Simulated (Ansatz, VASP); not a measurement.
Sc in VASP and in Ansatz

Contents of INCAR:

```
  PREC = Accurate
  ENCUT = 400
  EDIFF = 1E-8
  ISMEAR = -1
  SIGMA = 0.05
  LREAL = F
  LASPH = T
  NELM = 120
  ALGO = Normal
  ISIF = 2
  LWAVE = F
  LCHARG = F
  GGA = PE
  LEFG = T
  NBANDS = 12
  GGA_COMPAT = F
```

Contents of KPOINTS:

```
regular mesh
0
Gamma
  13 13 13
```

The input POSCAR:

```
Sc
1.0
   -1.8629216076      1.8629216076      1.8629216076
    1.8629216076     -1.8629216076      1.8629216076
    1.8629216076      1.8629216076     -1.8629216076
Sc
1
Direct
    0.0000000000      0.0000000000      0.0000000000
```

Input for Ansatz:

```yaml
crystal:
  lattice:
    - [-1.8629216076, 1.8629216076, 1.8629216076]
    - [1.8629216076, -1.8629216076, 1.8629216076]
    - [1.8629216076, 1.8629216076, -1.8629216076]
  atoms:
    - { symbol: Sc, position: [0.0, 0.0, 0.0] }
kpoints:
  mp_grid: { grid: [13, 13, 13] }
scf:
  occupations: { method: fermi_dirac, width: 0.05 }
hamiltonian:
  xc: pbe
  pseudopotentials: { kind: paw }
output:
  forces: true
  stress: true
  eigenvalues: true
  efg: { contact_densities: true }
  write_density: true
  write_potential: true
  elf: true
  volumetric_format: npy
```

Change from the starting cell: volume scaled by 1.04, PAW files.

Alike in both runs: task electric field gradients; functional PBE; k mesh 13 × 13 × 13; occupations fermi-dirac, width 0.05 eV; no spin polarisation.

|  | VASP | Ansatz |
| --- | --- | --- |
| version | VASP 6.6.1 | Ansatz 0.2.0 |
| potentials or method | VASP PAW PBE potentials, release 64 (Sc_sv) | PAW with Ansatz's default frozen-core files, scalar-relativistic |
| plane-wave cutoff (eV) | 400 | 420 |
| valence electrons in the cell | 11 | 11 |

|  | VASP | Ansatz | Ansatz less VASP |
| --- | --- | --- | --- |
| pressure (GPa) | -2.0 | -2.0 | +0.03 |

With one functional, cell and mesh, what is left measures potentials, basis and numerics.
